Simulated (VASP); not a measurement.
NaF:

```
CELL_PARAMETERS angstrom
0.00000 2.29717 2.29717
2.29717 0.00000 2.29717
2.29717 2.29717 0.00000
ATOMIC_POSITIONS crystal
Na 0.00000 0.00000 0.00000
F 0.50000 0.50000 0.50000
```

Base run:

```yaml
Program: VASP 6.6.1
Functional: PBE0
Potentials_or_basis: VASP PAW PBE potentials, release 64 (Na_pv, F)
Cutoff: 520 eV
k_mesh: 6 × 6 × 6
Occupations: gaussian, width 0.01 eV
Spin: no spin polarisation
```

Its results: band gap on the k mesh 9.38 eV; pressure 1.6 GPa.

The run is repeated on the same cell with these changes: functional from PBE0 to r2SCAN. What comes out?

Band gap on the k mesh 7.32 eV; pressure -0.8 GPa.

Caveats: the PAW data sets were made with another functional, which shifts forces and pressure a little.

